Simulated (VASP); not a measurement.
A run of VASP 6.6.1 is set up as follows.

File POSCAR:

```
C
1.0
   -2.4217198476      2.4217198476      2.4217198476
    2.4217198476     -2.4217198476      2.4217198476
    2.4217198476      2.4217198476     -2.4217198476
C
8
Direct
    0.3253069600      0.0000000000      0.0000000000
    0.6746930400      0.6746930400      0.6746930400
    0.0000000000      0.3253069600      0.0000000000
    0.0000000000      0.0000000000      0.3253069600
    0.0000000000      0.6746930400      0.0000000000
    0.3253069600      0.3253069600      0.3253069600
    0.6746930400      0.0000000000      0.0000000000
    0.0000000000      0.0000000000      0.6746930400
```

Contents of INCAR.step1:

```
SYSTEM = C
  PREC = Accurate
  ENCUT = 600
  ISMEAR = 0
  SIGMA = 0.02
  LREAL = .FALSE.
  LASPH = .TRUE.
  NELM = 60
  GGA = PE
  ALGO = Normal
  EDIFF = 1E-4
  LWAVE = .TRUE.
  LCHARG = .FALSE.
```

File INCAR.step2:

```
SYSTEM = C
  PREC = Accurate
  ENCUT = 600
  EDIFF = 1E-6
  ISMEAR = 0
  SIGMA = 0.02
  LREAL = .FALSE.
  LASPH = .TRUE.
  NELM = 60
  ALGO = Normal
  ISIF = 3
  LWAVE = .FALSE.
  LCHARG = .FALSE.
  METAGGA = R2SCAN
  LMIXTAU = .TRUE.
  IBRION = 2
  NSW = 100
  EDIFFG = -0.005
  ISTART = 1
```

KPOINTS

```
regular mesh
0
G
  8 8 8
  0 0 0
```

Potentials or basis: VASP PAW PBE potentials, release 64 (C).

Run with:

```console
$ cat potpaw_PBE.64/C/POTCAR > POTCAR
$ cp INCAR.step1 INCAR
$ mpirun -np 1 vasp_std > vasp.out
$ cp INCAR.step2 INCAR
$ mpirun -np 1 vasp_std > vasp.out
```

Q: What does it give for the band gap on the k mesh?

A: 3.16 eV (least direct gap 4.13 eV).

Q: What does it give for the relaxed cell?

A: a = 4.209 Å, b = 4.209 Å, c = 4.209 Å, α = 109.47°, β = 109.47°, γ = 109.47°.

The path:
| step | energy change (eV) | largest force (eV/Å) | pressure (GPa) | volume (Å³) |
| --- | --- | --- | --- | --- |
| 1 | 0.0000 | 0.1494 | 3.50 | 56.81 |
| 2 | 0.0184 | 0.6064 | -4.49 | 58.10 |
| 3 | -0.0059 | 0.1095 | 0.77 | 57.23 |
| 4 | -0.0043 | 0.1689 | -1.30 | 57.66 |
| 5 | -0.0069 | 0.0010 | -0.02 | 57.39 |

Caveat: the PAW data sets were made with another functional, which shifts forces and pressure a little. A k mesh can miss the band edges.
